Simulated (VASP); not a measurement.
# Ca16HF in VASP: single point with PBE+D3(BJ)

Aim: the single point of Ca16HF with PBE+D3(BJ).

Program: VASP 6.6.1. These are calculated values, not measurements. Logs are shortened: lines on timing, memory, paths and dates and some standing lists are left out, and cuts for length are marked.

### 1 The cell of the first run

The cell holds a slab with vacuum, 18 atoms: a = 11.160 Å, b = 7.891 Å, c = 16.918 Å, α = 90.00°, β = 90.00°, γ = 90.00°.

### 2 Single point, PBE+D3(BJ)

Input file INCAR:

```
PREC = Accurate ; ENCUT = 520
EDIFF = 1E-7 ; ISMEAR = -1
SIGMA = 0.05 ; LREAL = Auto
LASPH = True ; NELM = 80
ALGO = Normal ; ISIF = 2
LWAVE = False ; LCHARG = False
GGA = PE ; IVDW = 12
NBANDS = 99
```

Input file KPOINTS:

```
regular mesh
0
Gamma
  2 2 1
```

Input file POSCAR:

```
Ca16HF
1.0
   11.1600000000      0.0000000000      0.0000000000
    0.0000000000      7.8913120000      0.0000000000
    0.0000000000      0.0000000000     16.9184840000
Ca F H
16 1 1
Direct
    0.2500000000      0.2499964518      0.0591069507
    0.7500000000      0.2499964518      0.0591069507
    0.2500000000      0.7500020275      0.0591069507
    0.7500000000      0.7500020275      0.0591069507
    0.0266756272     -0.0528555961      0.1664156197
    0.5100896057      0.0526401693      0.1553271558
    0.0078763441      0.5058474434      0.1758018035
    0.5058333333      0.5242094090      0.1580283434
    0.3157347670      0.3041319365      0.2920119793
    0.7476164875      0.3172856427      0.2721756867
    0.2612724014      0.6982489097      0.2624230398
    0.7595788530      0.8391253571      0.2696695520
   -0.0120609319     -0.0028258926      0.3737391601
    0.5358512545     -0.0269410207      0.4033576531
   -0.0135304659      0.5025019921      0.4025419772
    0.5326792115      0.5861636189      0.3957742313
    0.1365143369      0.6759712453      0.4806754553
    0.1911111111      0.6810654553      0.4241219249
```

Potentials or basis: VASP PAW PBE potentials, release 64 (Ca_sv, F, H).

On the command line:

```console
$ cat potpaw_PBE.64/Ca_sv/POTCAR potpaw_PBE.64/F/POTCAR potpaw_PBE.64/H/POTCAR > POTCAR
$ mpirun -np 1 vasp_std > vasp.out
```

OUTCAR:

```text
PREC = Accurate
   ENCUT = 520
   EDIFF = 1E-7
   ISMEAR = -1
   LREAL = Auto
   LASPH = True
   NELM = 80
   ISIF = 2
   GGA = PE
   IVDW = 12
 IVDW          = 12

 ion  position               nearest neighbor table
   1  0.250  0.250  0.059-
   2  0.750  0.250  0.059-
   3  0.250  0.750  0.059-
   4  0.750  0.750  0.059-
   5  0.027  0.947  0.166-
   6  0.510  0.053  0.155-
   7  0.008  0.506  0.176-
   8  0.506  0.524  0.158-
   9  0.316  0.304  0.292-
  10  0.748  0.317  0.272-
  11  0.261  0.698  0.262-
  12  0.760  0.839  0.270-
  13  0.988  0.997  0.374-
  14  0.536  0.973  0.403-  16 3.06
  15  0.986  0.503  0.403-  17 2.53
  16  0.533  0.586  0.396-  14 3.06
  17  0.137  0.676  0.481-  18 1.14  15 2.53
  18  0.191  0.681  0.424-  17 1.14

  LATTYP: Found a simple orthorhombic cell.
 ALAT       =     7.8913120000
 B/A-ratio  =     1.4142135047
 C/A-ratio  =     2.1439380422

  Lattice vectors:

 A1 = (   0.0000000000,  -7.8913120000,   0.0000000000)
 A2 = (  11.1600000000,   0.0000000000,   0.0000000000)
 A3 = (   0.0000000000,   0.0000000000,  16.9184840000)

Analysis of symmetry for initial positions (statically):
=====================================================================
 Subroutine PRICEL returns:
 Original cell was already a primitive cell.

 Routine SETGRP: Setting up the symmetry group for a
 simple orthorhombic supercell.

 Subroutine GETGRP returns: Found  1 space group operations
 (whereof  1 operations were pure point group operations)
 out of a pool of  8 trial point group operations.

The static configuration has the point symmetry C_1 .

Analysis of symmetry for dynamics (positions and initial velocities):
=====================================================================
 Subroutine PRICEL returns:
 Original cell was already a primitive cell.

 Routine SETGRP: Setting up the symmetry group for a
 simple orthorhombic supercell.

 Subroutine GETGRP returns: Found  1 space group operations
 (whereof  1 operations were pure point group operations)
 out of a pool of  8 trial point group operations.
[... 108 lines left out ...]
   LSORBIT =      F    spin-orbit coupling
   LASPH  =      T    aspherical Exc in radial PAW
   ENCUT  =  520.0 eV  38.22 Ry    6.18 a.u.  20.75 14.67 31.46*2*pi/ulx,y,z
   NELM   =     80;   NELMIN=  2; NELMDL= -5     # of ELM steps
   EDIFF  = 0.1E-06   stopping-criterion for ELM
   LREAL  =      T    real-space projection
   EDIFFG = 0.1E-05   stopping-criterion for IOM
   NSW    =      0    number of steps for IOM
   IBRION =     -1    ionic relax: 0-MD 1-quasi-New 2-CG
   NFREE  =      0    steps in history (QN), initial steepest desc. (CG)
   ISIF   =      2    stress and relaxation
   ISYM   =      2    0-nonsym 1-usesym 2-fastsym
   POTIM  = 0.5000    time-step for ionic-motion
   TEBEG  =    0.0;   TEEND  =   0.0 temperature during run
   PSTRESS=    0.0 pullay stress
   NELECT =     168.0000    total number of electrons
   NUPDOWN=      -1.0000    fix difference up-down
   EMIN   =  10.00;   EMAX   =-10.00  energy-range for DOS
   EFERMI =   0.00;   METHOD = LEGACY
   ISMEAR =    -1;   SIGMA  =   0.05  broadening in eV -4-tet -1-fermi 0-gaus
   EFERMI_NEDOS =   21; number of points for ismear=-14 and -15
   IALGO  =     38    algorithm
   IMIX   =      4    mixing-type and parameters
     AMIX     =   0.40;   BMIX     =  1.00
     AMIX_MAG =   1.60;   BMIX_MAG =  1.00
  volume/ion in A,a.u.               =      82.78       558.60
  Fermi-wavevector in a.u.,A,eV,Ry     =   0.790896  1.494578  8.510679  0.625517
  Thomas-Fermi vector in A             =   1.896329
   LORBIT       =      0    0 simple, 1 ext, 2 COOP (PROOUT), +10 PAW based schemes
   GGA     = PE    functional components
   LHFCALC =     F    Hartree Fock is set to
   AEXX    =    0.0000 exact exchange contribution
   IVDW    =    12    specifies the selected vdW correction
   LEPSILON=     F    determine dielectric tensor
   LRPA    =     F    only Hartree local field effects (RPA)
 non-spin polarized calculation
  energy-cutoff  :      520.00
  volume of cell :     1489.96
 maximum number of plane-waves:     40159
 NGX is ok and might be reduce to    84
   NGX = 41   NGY = 29   NGZ = 63

 number of electron     167.9999978 magnetization

 Free energy of the ion-electron system (eV)
  ---------------------------------------------------
  ext. energy  EPLUGINS =         0.00000000
  ---------------------------------------------------
  free energy    TOTEN  =       -31.46231274 eV

  energy without entropy =      -31.31464076  energy(sigma->0) =      -31.38847675

 E-fermi :  -0.5139     XC(G=0):  -4.5821

 val. band max:       -0.5313612847   @ k =   0.5000   0.0000   0.0000
 cond. band min:      -0.4861404978   @ k =   0.5000   0.0000   0.0000
 fundamental gap:      0.0452207869
 Fermi energy:        -0.5138846841

 k-point     1 :       0.0000    0.0000    0.0000
  band No.  band energies     occupation
      1     -43.3604      2.00000
      2     -43.3389      2.00000
      3     -43.2985      2.00000
      4     -43.2754      2.00000
      5     -43.2264      2.00000
      6     -43.1882      2.00000
[... 385 lines left out ...]
     95       0.1801      0.00000
     96       0.2263      0.00000
 [bands above 96 left out]

------------------------ aborting loop because EDIFF is reached ----------------------------------------

 Edisp (eV)   -2.53081

 E8    (eV) :    -1.3096

  FORCE on cell =-STRESS in cart. coord.  units (eV):
  Direction    XX          YY          ZZ          XY          YZ          ZX
  --------------------------------------------------------------------------------------
  -------------------------------------------------------------------------------------
  Total      -6.62987     2.17126     0.48400    -0.08062     0.20075    -1.45800
  in kB      -7.12920     2.33479     0.52045    -0.08670     0.21587    -1.56781
  external pressure =       -1.42 kB  Pullay stress =        0.00 kB

 VOLUME and BASIS-vectors are now :
 -----------------------------------------------------------------------------
  energy-cutoff  :      520.00
  volume of cell :     1489.96
      direct lattice vectors                 reciprocal lattice vectors
    11.160000000  0.000000000  0.000000000     0.089605735  0.000000000  0.000000000
     0.000000000  7.891312000  0.000000000     0.000000000  0.126721640  0.000000000
     0.000000000  0.000000000 16.918484000     0.000000000  0.000000000  0.059106951

 POSITION                                       TOTAL-FORCE (eV/Angst)
 -----------------------------------------------------------------------------------
      2.79000      1.97280      1.00000        -0.072015      0.167838      0.125840
      8.37000      1.97280      1.00000         0.418960      0.009512     -0.147970
      2.79000      5.91850      1.00000         0.250902     -0.083352     -0.580787
      8.37000      5.91850      1.00000         0.160144     -0.008473     -0.135143
      0.29770      7.47421      2.81550        -0.243446      1.035026     -0.128639
      5.69260      0.41540      2.62790        -0.245193     -0.654103      0.378885
[... 10 lines left out ...]
      1.52350      5.33430      8.13230         0.143728     -0.142674     -1.200826
      2.13280      5.37450      7.17550        -0.467799     -0.172781      0.969343
 -----------------------------------------------------------------------------------
    total drift:                                0.000196      0.000092      0.000997

  FREE ENERGIE OF THE ION-ELECTRON SYSTEM (eV)
  ---------------------------------------------------
  free  energy   TOTEN  =       -33.9931234086 eV

  energy  without entropy=      -33.8454514292  energy(sigma->0) =      -33.91928742
```

Run time: 43 min. Hardware: 1 thread of Intel Xeon 8259CL, shared host; peak memory 1.3 GiB.

Results:

| Quantity | Value |
| --- | --- |
| Free energy | -33.9931 eV |
| Largest force | 1.744 eV/Å |
| Band gap on the k mesh | zero (bands 84 and 85 overlap by 0.20 eV) |
| Dispersion energy per atom | -0.141 eV |

Forces on the atoms (eV/Å):
```
Ca  -0.072  0.168  0.126
Ca   0.419  0.010 -0.148
Ca   0.251 -0.083 -0.581
Ca   0.160 -0.008 -0.135
Ca  -0.243  1.035 -0.129
Ca  -0.245 -0.654  0.379
Ca  -0.118 -0.495 -0.018
Ca   0.291  0.180 -0.056
Ca  -0.483 -1.092  0.174
Ca  -0.192 -0.244  0.130
Ca   0.090  1.294  0.573
Ca  -0.362 -0.723 -0.330
Ca   0.490  0.283  0.433
Ca  -0.136  1.733 -0.136
Ca   0.453  0.415  0.088
Ca   0.021 -1.502 -0.138
F    0.144 -0.143 -1.201
H   -0.468 -0.173  0.969
```

Caveat: the k points lie up to 0.40 Å⁻¹ apart; the atoms stand as in a frame of molecular dynamics; there is no dipole correction, which matters where the two faces differ.

The gap in the log of VASP goes by the Fermi energy; the results here count the filled bands.